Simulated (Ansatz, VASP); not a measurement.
# ZnSe in VASP and in Ansatz

```
CELL_PARAMETERS angstrom
0.00000 2.83380 2.83380
2.83380 0.00000 2.83380
2.83380 2.83380 0.00000
ATOMIC_POSITIONS crystal
Se 0.75000 0.75000 0.75000
Zn 0.00000 0.00000 0.00000
```

Alike in both runs: functional PBEsol; k mesh 8 × 8 × 8; occupations fermi-dirac, width 0.05 eV; non-collinear spin, spin-orbit coupling.

|  | VASP | Ansatz |
| --- | --- | --- |
| version | VASP 6.6.1 | Ansatz 0.2.0 |
| potentials or method | VASP PAW PBE potentials, release 64 (Se, Zn) | Ansatz PAW |
| plane-wave cutoff (eV) | 520 | 420 |
| valence electrons in the cell | 18 | 28 |
| task | single point | band structure |

```csv
,VASP,Ansatz,Ansatz less VASP
pressure (GPa),-0.8,-1.1,-0.31
```

VASP's potentials were made for PBE, not for PBEsol. The functional is the same, so the differences come from potentials, cutoffs and numerics. VASP's potentials hold 18 valence electrons a cell and Ansatz's 28, so a difference there can come from the potentials and not from the codes.
